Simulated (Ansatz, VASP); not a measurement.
**One calculation of Al30Si, two programs**

```
CELL_PARAMETERS angstrom
8.10000 0.00000 0.00000
0.00000 8.10000 0.00000
0.00000 0.00000 8.10000
ATOMIC_POSITIONS crystal
Si 0.50442 0.99937 0.00475
Al 0.74711 0.25025 0.00171
Al 0.74665 0.00009 0.24704
Al 0.99742 0.99996 0.00138
Al 0.25247 0.24463 0.99910
Al 0.50093 0.50005 0.00103
Al 0.74721 0.74966 0.00148
Al 0.25146 0.00019 0.24794
Al 0.50125 0.25018 0.24723
Al 0.74745 0.50005 0.24790
Al 0.50150 0.00007 0.49784
Al 0.74753 0.25090 0.49818
Al 0.74773 0.99992 0.75213
Al 0.99801 0.49997 0.00163
Al 0.25273 0.75585 0.99882
Al 0.99787 0.25084 0.24781
Al 0.25026 0.50042 0.24649
Al 0.50120 0.74972 0.24739
Al 0.99879 0.00033 0.49908
Al 0.25141 0.24926 0.49945
Al 0.50143 0.49996 0.49836
Al 0.74749 0.74937 0.49789
Al 0.49902 0.24421 0.75320
Al 0.74661 0.49989 0.75037
Al 0.99757 0.74961 0.24761
Al 0.99871 0.50023 0.49884
Al 0.25125 0.75108 0.49925
Al 0.99907 0.24918 0.75123
Al 0.25167 0.50013 0.75197
Al 0.49916 0.75525 0.75262
Al 0.99900 0.75105 0.75127
```

Alike in both runs: functional PBE; k mesh 2 × 2 × 2; occupations fermi-dirac, width 0.15 eV; no spin polarisation.

Ansatz relaxed the structure, and its values are those at the end. VASP's run is a single point on that final structure, the one shown.

|  | VASP | Ansatz |
| --- | --- | --- |
| version | VASP 6.6.1 | Ansatz 0.2.0 |
| potentials or method | VASP PAW PBE potentials, release 64 (Si, Al), cutoff 520 eV | scalar-relativistic, plane waves, PAW |
| valence electrons in the cell | 94 | 94 |

|  | VASP | Ansatz | Ansatz less VASP |
| --- | --- | --- | --- |
| rms of the force components (eV/Å) | 0.005 | 0.004 | -0.0013 |

The k mesh is coarse, so the values compare programs but aren't converged.
